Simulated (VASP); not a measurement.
# Ag (I4/mmm) in VASP: notebook, part 2 of 2

VASP 6.6.1. The steps go on from the part before.

## (3) Single point, PBE

This run uses another cell than the first one, of the same volume but with other edges.

INCAR reads:

```
PREC = Accurate
ENCUT = 520
EDIFF = 1E-6
ISMEAR = 0
SIGMA = 0.15
LREAL = F
LASPH = T
NELM = 60
ALGO = Fast
ISIF = 2
LWAVE = F
LCHARG = F
GGA = PE
NBANDS = 12
```

KPOINTS reads:

```
regular mesh
0
Gamma
  22 22 22
```

POSCAR reads:

```
Ag
1.0
    0.0000000000      1.7848122475      2.6772183713
    1.7848122475      0.0000000000      2.6772183713
    1.7848122475      1.7848122475      0.0000000000
Ag
1
Direct
    0.0000000000      0.0000000000      0.0000000000
```

Potentials or basis: VASP PAW PBE potentials, release 64 (Ag).

Run with:

```
> cat potpaw_PBE.64/Ag/POTCAR > POTCAR
> mpirun -np 1 vasp_std > vasp.out
```

OUTCAR:

```text
PREC = Accurate
   ENCUT = 520
   EDIFF = 1E-6
   ISMEAR = 0
   LREAL = F
   LASPH = T
   NELM = 60
   ISIF = 2
   GGA = PE

 ion  position               nearest neighbor table
   1  0.000  0.000  0.000-

  LATTYP: Found a body centered tetragonal cell.
 ALAT       =     2.5241056867
 C/A-ratio  =     2.1213203436

  Lattice vectors:

 A1 = (  -1.7848122475,   0.0000000000,   2.6772183713)
 A2 = (   1.7848122475,   0.0000000000,   2.6772183713)
 A3 = (   0.0000000000,   1.7848122475,  -2.6772183713)

Analysis of symmetry for initial positions (statically):
=====================================================================
 Subroutine PRICEL returns:
 Original cell was already a primitive cell.

 Routine SETGRP: Setting up the symmetry group for a
 body centered tetragonal supercell.

 Subroutine GETGRP returns: Found 16 space group operations
 (whereof 16 operations were pure point group operations)
 out of a pool of 16 trial point group operations.

The static configuration has the point symmetry D_4h.

Analysis of symmetry for dynamics (positions and initial velocities):
=====================================================================
 Subroutine PRICEL returns:
 Original cell was already a primitive cell.

 Routine SETGRP: Setting up the symmetry group for a
 body centered tetragonal supercell.

 Subroutine GETGRP returns: Found 16 space group operations
 (whereof 16 operations were pure point group operations)
 out of a pool of 16 trial point group operations.

The dynamic configuration has the point symmetry D_4h.

 Subroutine INISYM returns: Found 16 space group operations
 (whereof 16 operations are pure point group operations),
 and found     1 'primitive' translations

----------------------------------------------------------------------------------------

                                     Primitive cell

  volume of cell :      17.0569

  direct lattice vectors                    reciprocal lattice vectors
     0.000000000  1.784812247  2.677218371    -0.280141511  0.280141511  0.186761007
     1.784812247  0.000000000  2.677218371     0.280141511 -0.280141511  0.186761007
     1.784812247  1.784812247  0.000000000     0.280141511  0.280141511 -0.186761007

  length of vectors
     3.217616038  3.217616038  2.524105687     0.437993386  0.437993386  0.437993386

  position of ions in fractional coordinates (direct lattice)
     0.000000000  0.000000000  0.000000000

  ion indices of the primitive-cell ions
   primitive index   ion index
                 1           1

----------------------------------------------------------------------------------------

 KPOINTS: regular mesh

Automatic generation of k-mesh.
 Grid dimensions read from file:
 generate k-points for:   22   22   22

 Generating k-lattice:

  Cartesian coordinates                     Fractional coordinates (reciprocal lattice)
    -0.012733705  0.012733705  0.008489137     0.045454545 -0.000000000  0.000000000
     0.012733705 -0.012733705  0.008489137    -0.000000000  0.045454545  0.000000000
     0.012733705  0.012733705 -0.008489137     0.000000000  0.000000000  0.045454545

  Length of vectors
     0.019908790  0.019908790  0.019908790

  Shift w.r.t. Gamma in fractional coordinates (k-lattice)
     0.000000000  0.000000000  0.000000000

 Subroutine IBZKPT returns following result:
 ===========================================

 Found    834 irreducible k-points:

 Following reciprocal coordinates:
            Coordinates               Weight
  0.000000  0.000000  0.000000      1.000000
  0.045455  0.000000  0.000000      8.000000
  0.090909  0.000000  0.000000      8.000000
  0.136364  0.000000  0.000000      8.000000
  0.181818  0.000000  0.000000      8.000000
  0.227273  0.000000  0.000000      8.000000
[... 16 lines left out ...]
  0.500000  0.045455  0.000000      8.000000
 -0.454545  0.045455  0.000000      8.000000
 [... further k-points ...]
   k-points           NKPTS =    834   k-points in BZ     NKDIM =    834   number of bands    NBANDS=     12
   number of dos      NEDOS =    301   number of ions     NIONS =      1
   total plane-waves  NPLWV =  11520
   dimension x,y,z NGX =    24 NGY =   24 NGZ =   20
   dimension x,y,z NGXF=    48 NGYF=   48 NGZF=   40
   ions per type =               1
   NGX,Y,Z   is equivalent  to a cutoff of  12.40, 12.40, 13.17 a.u.
   NGXF,Y,Z  is equivalent  to a cutoff of  24.80, 24.80, 26.35 a.u.
 SYSTEM =  unknown system
   PREC   = accura    normal or accurate (medium, high low for compatibility)
   ISTART =      0    job   : 0-new  1-cont  2-samecut
   ICHARG =      2    charge: 1-file 2-atom 10-const
   ISPIN  =      1    spin polarized calculation?
   LNONCOLLINEAR =      F non collinear calculations
   LSORBIT =      F    spin-orbit coupling
   LASPH  =      T    aspherical Exc in radial PAW
   ENCUT  =  520.0 eV  38.22 Ry    6.18 a.u.   5.98  5.98  4.69*2*pi/ulx,y,z
   NELM   =     60;   NELMIN=  2; NELMDL= -5     # of ELM steps
   EDIFF  = 0.1E-05   stopping-criterion for ELM
   LREAL  =      F    real-space projection
   EDIFFG = 0.1E-04   stopping-criterion for IOM
   NSW    =      0    number of steps for IOM
   IBRION =     -1    ionic relax: 0-MD 1-quasi-New 2-CG
   NFREE  =      0    steps in history (QN), initial steepest desc. (CG)
   ISIF   =      2    stress and relaxation
   ISYM   =      2    0-nonsym 1-usesym 2-fastsym
   POTIM  = 0.5000    time-step for ionic-motion
   TEBEG  =    0.0;   TEEND  =   0.0 temperature during run
   PSTRESS=    0.0 pullay stress
   NELECT =      11.0000    total number of electrons
   NUPDOWN=      -1.0000    fix difference up-down
   EMIN   =  10.00;   EMAX   =-10.00  energy-range for DOS
   EFERMI =   0.00;   METHOD = LEGACY
   ISMEAR =     0;   SIGMA  =   0.15  broadening in eV -4-tet -1-fermi 0-gaus
   EFERMI_NEDOS =   21; number of points for ismear=-14 and -15
   IALGO  =     68    algorithm
   IMIX   =      4    mixing-type and parameters
     AMIX     =   0.40;   BMIX     =  1.00
     AMIX_MAG =   1.60;   BMIX_MAG =  1.00
  volume/ion in A,a.u.               =      17.06       115.11
  Fermi-wavevector in a.u.,A,eV,Ry     =   1.414402  2.672832 27.218893  2.000532
  Thomas-Fermi vector in A             =   2.535948
   LORBIT       =      0    0 simple, 1 ext, 2 COOP (PROOUT), +10 PAW based schemes
   GGA     = PE    functional components
   LHFCALC =     F    Hartree Fock is set to
   AEXX    =    0.0000 exact exchange contribution
   IVDW    =     0    specifies the selected vdW correction
   LEPSILON=     F    determine dielectric tensor
   LRPA    =     F    only Hartree local field effects (RPA)
 non-spin polarized calculation
 RMM-DIIS sequential band-by-band and
 Gauss-broadening in eV      SIGMA  =   0.15
  energy-cutoff  :      520.00
  volume of cell :       17.06
 maximum number of plane-waves:       490
   NGX = 11   NGY = 11   NGZ =  9

 number of electron      11.0000000 magnetization

 Free energy of the ion-electron system (eV)
  ---------------------------------------------------
  ext. energy  EPLUGINS =         0.00000000
  ---------------------------------------------------
  free energy    TOTEN  =        -2.23965374 eV

  energy without entropy =       -2.23660998  energy(sigma->0) =       -2.23813186

 E-fermi :   8.4862     XC(G=0): -12.1453

 val. band max:        8.4839769462   @ k =   0.5000   0.1364   0.2727
 cond. band min:       8.4905495759   @ k =  -0.4091   0.4545   0.0455
 fundamental gap:      0.0065726297
 Fermi energy:         8.4861949197

 k-point     1 :       0.0000    0.0000    0.0000
  band No.  band energies     occupation
      1       0.6579      2.00000
      2       1.7224      2.00000
      3       2.9279      2.00000
      4       4.7971      2.00000
      5       4.7971      2.00000
      6       5.8098      2.00000
      7      21.7110      0.00000
      8      26.6620      0.00000
      9      28.5619      0.00000
     10      30.0207      0.00000
     11      30.0207      0.00000
     12      31.0281      0.00000
[... 331 lines left out ...]
 k-point    24 :      -0.4545    0.0455    0.0000
  band No.  band energies     occupation
      1       2.0448      2.00000
      2       2.4286      2.00000
      3       4.3821      2.00000
      4       5.3430      2.00000
      5       5.3844      2.00000
      6       8.5572      0.50298
      7      13.0186      0.00000
      8      18.5634      0.00000
      9      25.7682      0.00000
     10      29.1507      0.00000
     11      32.3306      0.00000
     12      34.8089      0.00000

 [... further k-points ...]
[... 5 lines left out ...]
  --------------------------------------------------------------------------------------
  -------------------------------------------------------------------------------------
  Total        3.5325860      3.5325860     -0.9982183      0.0000000     -0.0000000      0.0000000
  in kB      331.8214548    331.8214548    -93.7642375      0.0000000     -0.0000000      0.0000000
  external PRESSURE =     189.9595574 kB  Pullay stress =       0.0000000 kB

 VOLUME and BASIS-vectors are now :
 -----------------------------------------------------------------------------
  energy-cutoff  :      520.00
  volume of cell :       17.06
      direct lattice vectors                 reciprocal lattice vectors
     0.000000000  1.784812247  2.677218371    -0.280141511  0.280141511  0.186761007
     1.784812247  0.000000000  2.677218371     0.280141511 -0.280141511  0.186761007
     1.784812247  1.784812247  0.000000000     0.280141511  0.280141511 -0.186761007

 POSITION                                       TOTAL-FORCE (eV/Angst)
 -----------------------------------------------------------------------------------
      0.00000      0.00000      0.00000         0.000000      0.000000      0.000000
 -----------------------------------------------------------------------------------
    total drift:                               -0.000000     -0.000000     -0.000000

  FREE ENERGIE OF THE ION-ELECTRON SYSTEM (eV)
  ---------------------------------------------------
  free  energy   TOTEN  =        -2.2396537439 eV

  energy  without entropy=       -2.2366099800  energy(sigma->0) =       -2.23813186
```

OSZICAR:

```text
N       E                     dE             d eps       ncg     rms          rms(c)
DAV:   1     0.527471115464E+02    0.52747E+02   -0.55161E+03 20136   0.830E+02
DAV:   2    -0.163813373651E+01   -0.54385E+02   -0.51676E+02 23208   0.196E+02
DAV:   3    -0.246562534083E+01   -0.82749E+00   -0.82693E+00 23848   0.253E+01
DAV:   4    -0.246830309428E+01   -0.26778E-02   -0.26776E-02 22624   0.150E+00
DAV:   5    -0.246832501697E+01   -0.21923E-04   -0.21924E-04 23556   0.122E-01    0.635E+00
RMM:   6    -0.225407392335E+01    0.21425E+00   -0.29665E-01 20357   0.495E+00    0.407E+00
RMM:   7    -0.224299181845E+01    0.11082E-01   -0.96853E-03 22601   0.109E+00    0.216E+00
RMM:   8    -0.223964765606E+01    0.33442E-02   -0.11664E-03 23394   0.343E-01    0.148E-01
RMM:   9    -0.223964877183E+01   -0.11158E-05   -0.12702E-04 24883   0.101E-01    0.491E-02
RMM:  10    -0.223965263400E+01   -0.38622E-05   -0.23063E-05 24246   0.394E-02    0.198E-02
RMM:  11    -0.223965364859E+01   -0.10146E-05   -0.64947E-06 21484   0.161E-02    0.831E-03
RMM:  12    -0.223965374389E+01   -0.95299E-07   -0.10317E-06 16512   0.766E-03
   1 F= -.22396537E+01 E0= -.22381319E+01  d E =-.304376E-02
```

It took 2.3 min on 1 thread of AMD EPYC 7R13 (Zen 3), shared host; peak memory 0.24 GiB.

Results:

```yaml
Free_energy: -2.2397 eV
Pressure: 19.0 GPa
```

Stress tensor (GPa, compression positive):
```
33.18  0.00  0.00
 0.00 33.18  0.00
 0.00  0.00 -9.38
```

Levels at points of the mesh, in eV from the Fermi level:
| k point | band 2 | band 3 | band 4 | band 5 | band 6 | band 7 | band 8 | band 9 | band 10 | band 11 |
| --- | --- | --- | --- | --- | --- | --- | --- | --- | --- | --- |
| (0.00, 0.00, 0.00) | -6.76 | -5.56 | -3.69 | -3.69 | -2.68 | 13.22 | 18.18 | 20.08 | 21.53 | 21.53 |
| (0.50, 0.00, 0.00) | -6.06 | -4.11 | -3.10 | -3.05 | -0.01 | 4.46 | 10.29 | 17.06 | 20.60 | 23.80 |
| (0.50, 0.50, 0.00) | -6.95 | -3.00 | -3.00 | -2.60 | -1.56 | 1.09 | 16.14 | 16.14 | 22.11 | 22.33 |
| (0.50, 0.00, 0.50) | -5.94 | -4.27 | -3.32 | -1.50 | 4.44 | 9.54 | 9.86 | 10.40 | 15.79 | 17.08 |
